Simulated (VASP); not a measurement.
## ZnS: single point with r2SCAN

Crystal: ZnS.

```
Zn S
1.0
     0.00000    2.74522    2.62351
     2.74522    0.00000    2.62351
     2.74522    2.74522    0.00000
Zn S
1 1
Direct
  0.00000 0.00000 0.00000
  0.75000 0.75000 0.75000
```

This cell differs from its parent crystal: strain +0.015 along x and y, -0.030 along z.

- Program: VASP 6.6.1
- Task: single point
- Functional: r2SCAN
- Potentials or basis: VASP PAW PBE potentials, release 64 (Zn, S)
- Cutoff: 520 eV
- k mesh: 8 × 8 × 8
- Occupations: gaussian, width 0.05 eV
- Spin: no spin polarisation
- Dipole correction: no
- Further INCAR settings: ALGO = Normal; EDIFF = 1e-06; NBANDS = 16

```yaml
Pressure: -0.9 GPa
Band_gap_on_the_k_mesh: 2.56 eV, direct
```

Stress tensor (GPa, compression positive):
```
-1.48  0.00  0.00
 0.00 -1.48  0.00
 0.00  0.00  0.36
```

Levels at points of the mesh, in eV from the valence-band top:
```tsv
k point	band 5	band 6	band 7	band 8	band 9	band 10	band 11	band 12	band 13	band 14
(0.00, 0.00, 0.00)	-6.05	-6.04	-0.15	-0.15	0.00	2.56	6.82	6.82	6.82	11.82
(0.50, 0.00, 0.00)	-6.01	-5.85	-5.46	-1.10	-0.86	3.68	7.10	7.55	9.32	12.71
(0.50, 0.50, 0.00)	-5.96	-5.78	-4.51	-2.52	-2.52	3.49	4.08	11.99	12.64	12.64
(0.50, 0.00, 0.50)	-5.97	-5.86	-4.78	-2.33	-2.23	3.72	4.55	11.45	12.47	12.81
```

It took 3.1 min on 1 thread of AMD EPYC 7R43 64-Core Processor (Zen 3), with other jobs on the host, peak memory 0.15 GiB.

Caveat: the cell differs from its parent crystal (strain +0.015 along x and y, -0.030 along z); the PAW data sets were made with another functional, which shifts forces and pressure a little.
